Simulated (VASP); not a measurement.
Crystal: GaP.

```
CELL_PARAMETERS angstrom
0.00000 2.72540 2.72540
2.72540 0.00000 2.72540
2.72540 2.72540 0.00000
ATOMIC_POSITIONS crystal
Ga 0.00000 0.00000 0.00000
P 0.25000 0.25000 0.25000
```

Base run:

```yaml
Program: VASP 6.6.1
Functional: PBE
Potentials_or_basis: VASP PAW PBE potentials, release 64 (Ga_d, P)
Cutoff: 520 eV
k_mesh: 6 × 6 × 6
Occupations: gaussian, width 0.01 eV
Spin: no spin polarisation
```

Its results: band gap on the k mesh 1.65 eV, indirect (least direct gap 1.82 eV); pressure 2.4 GPa.

After a change of settings the same cell gave: band gap on the k mesh 1.91 eV, indirect (least direct gap 2.34 eV); pressure 0.0 GPa. Which change was it?
A. functional from PBE to r2SCAN
B. further incar settings from ALGO = Normal; EDIFF = 1e-06; NBANDS = 16 to ALGO = Normal; EDIFF = 1e-07; NBANDS = 16
C. k mesh from 6 × 6 × 6 to 8 × 8 × 8; further incar settings from ALGO = Normal; EDIFF = 1e-06; NBANDS = 16 to ALGO = Normal; EDIFF = 1e-07; NBANDS = 16

A.

r2SCAN gives the wider gap, since meta-GGAs in the generalised Kohn-Sham scheme recover part of the derivative discontinuity.

Caveats: the PAW data sets were made with another functional, which shifts forces and pressure a little (some runs).
